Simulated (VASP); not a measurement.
# Sr (Imma) in VASP: single point with LDA

Aim: the single point of Sr with LDA.

Everything below comes from runs of VASP 6.6.1. Logs are shortened: lines on timing, memory, paths and dates and some standing lists are left out, and cuts for length are marked.

## Step 1: The cell of the first run

Symmetry: Imma, No. 74, orthorhombic system. Conventional cell: a = 5.620 Å, b = 5.720 Å, c = 3.050 Å, α = 90.00°, β = 90.00°, γ = 90.00°. Within 3.8 Å of Sr (site symmetry mm2) lie 10 Sr at 2.91 to 3.66 Å.

## Step 2: Single point, LDA

Contents of INCAR:

```
PREC     = Accurate       # precision mode
ENCUT    = 520            # plane-wave cutoff, eV
EDIFF    = 1E-6           # SCF threshold, eV
ISMEAR   = -1             # smearing method
SIGMA    = 0.05           # smearing width, eV
LREAL    = F              # projectors in reciprocal space
LASPH    = T              # aspherical terms in the spheres
NELM     = 60             # most SCF steps
ALGO     = Normal         # electronic algorithm
ISIF     = 2              # what is computed and relaxed
LWAVE    = F              # write WAVECAR
LCHARG   = F              # write CHGCAR
NBANDS   = 17             # bands
```

Contents of KPOINTS:

```
regular mesh
0
Gamma
  9 9 9
```

Contents of POSCAR:

```
Sr
1.0
   -2.8100000000      2.8600000000      1.5250000000
    2.8100000000     -2.8600000000      1.5250000000
    2.8100000000      2.8600000000     -1.5250000000
Sr
2
Direct
    0.3750000000      0.1250000000      0.2500000000
    0.6250000000      0.8750000000      0.7500000000
```

Potentials or basis: VASP PAW LDA potentials, release 64 (Sr_sv).

On the command line:

```sh
$ cat potpaw_LDA.64/Sr_sv/POTCAR > POTCAR
$ mpirun -np 1 vasp_std > vasp.out
```

OUTCAR:

```text
PREC = Accurate
   ENCUT = 520
   EDIFF = 1E-6
   ISMEAR = -1
   LREAL = F
   LASPH = T
   NELM = 60
   ISIF = 2

 ion  position               nearest neighbor table
   1  0.375  0.125  0.250-   2 2.91   2 2.91   2 2.96   2 2.96   2 3.62   2 3.62   2 3.66   2 3.66
                             2 4.74   2 4.77
   2  0.625  0.875  0.750-   1 2.91   1 2.91   1 2.96   1 2.96   1 3.62   1 3.62   1 3.66   1 3.66
                             1 4.74   1 4.77

  LATTYP: Found a body centered orthorhombic cell.
 ALAT       =     3.0500000000
 B/A-ratio  =     1.8426229508
 C/A-ratio  =     1.8754098361

  Lattice vectors:

 A1 = (   2.8100000000,  -2.8600000000,   1.5250000000)
 A2 = (  -2.8100000000,  -2.8600000000,  -1.5250000000)
 A3 = (   2.8100000000,   2.8600000000,  -1.5250000000)

Analysis of symmetry for initial positions (statically):
=====================================================================
 Subroutine PRICEL returns:
 Original cell was already a primitive cell.

 Routine SETGRP: Setting up the symmetry group for a
 body centered orthorhombic supercell.

 Subroutine GETGRP returns: Found  8 space group operations
 (whereof  4 operations were pure point group operations)
 out of a pool of  8 trial point group operations.

The static configuration has the point symmetry C_2h.
 The point group associated with its full space group is D_2h.

Analysis of symmetry for dynamics (positions and initial velocities):
=====================================================================
 Subroutine PRICEL returns:
 Original cell was already a primitive cell.

 Routine SETGRP: Setting up the symmetry group for a
 body centered orthorhombic supercell.

 Subroutine GETGRP returns: Found  8 space group operations
 (whereof  4 operations were pure point group operations)
 out of a pool of  8 trial point group operations.

The dynamic configuration has the point symmetry C_2h.
 The point group associated with its full space group is D_2h.

 Subroutine INISYM returns: Found  8 space group operations
 (whereof  4 operations are pure point group operations),
 and found     1 'primitive' translations

----------------------------------------------------------------------------------------

                                     Primitive cell

  volume of cell :      49.0233

  direct lattice vectors                    reciprocal lattice vectors
    -2.810000000  2.860000000  1.525000000     0.000000000  0.174825175  0.327868852
[... 78 lines left out ...]
   ISTART =      0    job   : 0-new  1-cont  2-samecut
   ICHARG =      2    charge: 1-file 2-atom 10-const
   ISPIN  =      1    spin polarized calculation?
   LNONCOLLINEAR =      F non collinear calculations
   LSORBIT =      F    spin-orbit coupling
   LASPH  =      T    aspherical Exc in radial PAW
   ENCUT  =  520.0 eV  38.22 Ry    6.18 a.u.   7.98  7.98  7.98*2*pi/ulx,y,z
   NELM   =     60;   NELMIN=  2; NELMDL= -5     # of ELM steps
   EDIFF  = 0.1E-05   stopping-criterion for ELM
   LREAL  =      F    real-space projection
   EDIFFG = 0.1E-04   stopping-criterion for IOM
   NSW    =      0    number of steps for IOM
   IBRION =     -1    ionic relax: 0-MD 1-quasi-New 2-CG
   NFREE  =      0    steps in history (QN), initial steepest desc. (CG)
   ISIF   =      2    stress and relaxation
   ISYM   =      2    0-nonsym 1-usesym 2-fastsym
   POTIM  = 0.5000    time-step for ionic-motion
   TEBEG  =    0.0;   TEEND  =   0.0 temperature during run
   PSTRESS=    0.0 pullay stress
   NELECT =      20.0000    total number of electrons
   NUPDOWN=      -1.0000    fix difference up-down
   EMIN   =  10.00;   EMAX   =-10.00  energy-range for DOS
   EFERMI =   0.00;   METHOD = LEGACY
   ISMEAR =    -1;   SIGMA  =   0.05  broadening in eV -4-tet -1-fermi 0-gaus
   EFERMI_NEDOS =   21; number of points for ismear=-14 and -15
   IALGO  =     38    algorithm
   IMIX   =      4    mixing-type and parameters
     AMIX     =   0.40;   BMIX     =  1.00
     AMIX_MAG =   1.60;   BMIX_MAG =  1.00
  volume/ion in A,a.u.               =      24.51       165.41
  Fermi-wavevector in a.u.,A,eV,Ry     =   1.214183  2.294473 20.058253  1.474240
  Thomas-Fermi vector in A             =   2.349611
   LORBIT       =      0    0 simple, 1 ext, 2 COOP (PROOUT), +10 PAW based schemes
   GGA     = CA    functional components
   LHFCALC =     F    Hartree Fock is set to
   AEXX    =    0.0000 exact exchange contribution
   IVDW    =     0    specifies the selected vdW correction
   LEPSILON=     F    determine dielectric tensor
   LRPA    =     F    only Hartree local field effects (RPA)
 non-spin polarized calculation
  energy-cutoff  :      520.00
  volume of cell :       49.02
 maximum number of plane-waves:      1338
   NGX = 15   NGY = 15   NGZ = 15

 number of electron      20.0000000 magnetization

 Free energy of the ion-electron system (eV)
  ---------------------------------------------------
  ext. energy  EPLUGINS =         0.00000000
  ---------------------------------------------------
  free energy    TOTEN  =        -1.38007562 eV

  energy without entropy =       -1.37130154  energy(sigma->0) =       -1.37568858

 E-fermi :   4.9805     XC(G=0): -10.5706

 val. band max:        4.9709351959   @ k =  -0.3333   0.4444   0.2222
 cond. band min:       4.9826983208   @ k =  -0.2222  -0.1111   0.1111
 fundamental gap:      0.0117631249
 Fermi energy:         4.9805126939

 k-point     1 :       0.0000    0.0000    0.0000
  band No.  band energies     occupation
      1     -30.9710      2.00000
      2     -30.1731      2.00000
      3     -13.9126      2.00000
      4     -13.7278      2.00000
      5     -11.8106      2.00000
      6     -11.7899      2.00000
[... 457 lines left out ...]
      4     -13.5725      2.00000
      5     -13.3625      2.00000
      6     -12.8574      2.00000
[... 9 lines left out ...]
     16      10.6054      0.00000
     17      11.3825      0.00000

 [... further k-points ...]
[... 5 lines left out ...]
  --------------------------------------------------------------------------------------
  -------------------------------------------------------------------------------------
  Total        7.2160590      6.4164695      7.1882939      0.0000000      0.0000000      0.0000000
  in kB      235.8351157    209.7029453    234.9276955      0.0000000      0.0000000      0.0000000
  external PRESSURE =     226.8219188 kB  Pullay stress =       0.0000000 kB

 VOLUME and BASIS-vectors are now :
 -----------------------------------------------------------------------------
  energy-cutoff  :      520.00
  volume of cell :       49.02
      direct lattice vectors                 reciprocal lattice vectors
    -2.810000000  2.860000000  1.525000000     0.000000000  0.174825175  0.327868852
     2.810000000 -2.860000000  1.525000000     0.177935943  0.000000000  0.327868852
     2.810000000  2.860000000 -1.525000000     0.177935943  0.174825175  0.000000000

 POSITION                                       TOTAL-FORCE (eV/Angst)
 -----------------------------------------------------------------------------------
      0.00000      1.43000      0.38125         0.000000     -0.000000     -0.003557
      2.81000      1.43000      1.14375        -0.000000      0.000000      0.003557
 -----------------------------------------------------------------------------------
    total drift:                                0.000000     -0.000000      0.000000

  FREE ENERGIE OF THE ION-ELECTRON SYSTEM (eV)
  ---------------------------------------------------
  free  energy   TOTEN  =        -1.3800756233 eV

  energy  without entropy=       -1.3713015448  energy(sigma->0) =       -1.37568858
```

OSZICAR:

```text
N       E                     dE             d eps       ncg     rms          rms(c)
DAV:   1     0.104125177418E+03    0.10413E+03   -0.10354E+04  4250   0.111E+03
DAV:   2     0.442268977642E+01   -0.99702E+02   -0.97836E+02  5469   0.254E+02
DAV:   3    -0.148219751378E+01   -0.59049E+01   -0.58446E+01  7320   0.460E+01
DAV:   4    -0.158377450351E+01   -0.10158E+00   -0.10150E+00  5343   0.510E+00
DAV:   5    -0.158624110616E+01   -0.24666E-02   -0.24663E-02  5997   0.509E-01    0.303E+01
DAV:   6    -0.143697343662E+01    0.14927E+00   -0.10506E-01  7046   0.186E+00    0.176E+01
DAV:   7    -0.137968595193E+01    0.57287E-01   -0.17894E-01  7493   0.218E+00    0.788E-01
DAV:   8    -0.138001454091E+01   -0.32859E-03   -0.66749E-03  5328   0.551E-01    0.281E-01
DAV:   9    -0.138008848817E+01   -0.73947E-04   -0.34107E-04  6615   0.135E-01    0.922E-02
DAV:  10    -0.138007603918E+01    0.12449E-04   -0.20839E-05  6490   0.322E-02    0.934E-03
DAV:  11    -0.138007562328E+01    0.41590E-06   -0.44741E-07  3287   0.536E-03
   1 F= -.13800756E+01 E0= -.13756886E+01  d E =-.877408E-02
```

stdout:

```text
POSCAR found type information on POSCAR Sr
 POSCAR found :  1 types and       2 ions
 scaLAPACK will be used
 LDA part: xc-table for (Slater(with rela. corr.)+CA(PZ))
 , standard interpolation
 POSCAR, INCAR and KPOINTS ok, starting setup
 FFT: planning ... GRIDC
 FFT: planning ... GRID_SOFT
 FFT: planning ... GRID
 WAVECAR not read
 entering main loop
```

Run time: 28 s. Hardware: 1 thread of Intel Xeon 6975P-C (Granite Rapids), shared host; peak memory 0.21 GiB.

What came out:

- Free energy: -1.3801 eV
- Pressure: 22.7 GPa
- Largest force: 0.004 eV/Å
- Band gap on the k mesh: zero (band 10 reaches 5.54 eV, above the bottom of band 11 at 4.40 eV)

Forces on the atoms (eV/Å):
```
Sr   0.000  0.000 -0.004
Sr   0.000  0.000  0.004
```
